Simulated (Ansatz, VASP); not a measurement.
Sb: VASP beside Ansatz

The input INCAR:

```
ALGO     = Normal         # electronic algorithm
EDIFF    = 1E-6           # SCF threshold, eV
ENCUT    = 500            # plane-wave cutoff, eV
GGA_COMPAT= False        
ISIF     = 2              # what is computed and relaxed
ISMEAR   = 0              # smearing method
LASPH    = True           # aspherical terms in the spheres
LCHARG   = False          # write CHGCAR
LREAL    = False          # projectors in reciprocal space
LWAVE    = False          # write WAVECAR
NBANDS   = 22             # bands
NELM     = 120            # most SCF steps
PREC     = Accurate       # precision mode
SIGMA    = 0.15           # smearing width, eV
```

File KPOINTS:

```
k-points
0
Gamma
  15 15 15
```

Contents of POSCAR:

```
Sb
1.0
    2.2112122554      1.2766439909      3.5415582692
   -2.2112122554      1.2766439909      3.5415582692
    0.0000000000     -2.5532879817      3.5415582692
Sb
2
Direct
    0.2336400000      0.2336400000      0.2336400000
    0.7663600000      0.7663600000      0.7663600000
```

Input for Ansatz:

```yaml
crystal:
  lattice:
    - [2.2112122554, 1.2766439909, 3.5415582692]
    - [-2.2112122554, 1.2766439909, 3.5415582692]
    - [0.0, -2.5532879817, 3.5415582692]
  atoms:
    - { symbol: Sb, position: [0.23364, 0.23364, 0.23364] }
    - { symbol: Sb, position: [0.76636, 0.76636, 0.76636] }
basis:
  ecutwfc: 420
kpoints:
  mp_grid: { grid: [15, 15, 15] }
hamiltonian:
  xc: lda
scf:
  occupations: { method: gaussian, width: 0.15 }
output:
  forces: true
  stress: true
  eigenvalues: true
```

Alike in both runs: task single point; functional LDA; k mesh 15 × 15 × 15; occupations gaussian, width 0.15 eV; no spin polarisation.

```csv
,VASP,Ansatz
version,VASP 6.6.1,Ansatz 0.2.0
potentials or method,"VASP PAW LDA potentials, release 64 (Sb_d_GW), cutoff 500 eV","scalar-relativistic, plane waves, PAW"
valence electrons in the cell,30,30
```

```tsv
	VASP	Ansatz	Ansatz less VASP
gap on the k mesh at the Fermi level (eV)	none	none	-
pressure (GPa)	-1.5	-1.5	0.00
traceless stress, the component that is largest in VASP (GPa)	2.04	2.06	+0.022
rms of the force components (eV/Å)	0.121	0.109	-0.0112
```

LDA's correlation is that of Perdew and Zunger in VASP and of Perdew and Wang (1992) in Ansatz. Atom by atom the forces differ by 0.011 eV/Å (rms over components). A gap of «none» marks a metal or a gap that the smearing closes.

Neither program's run includes spin-orbit coupling.
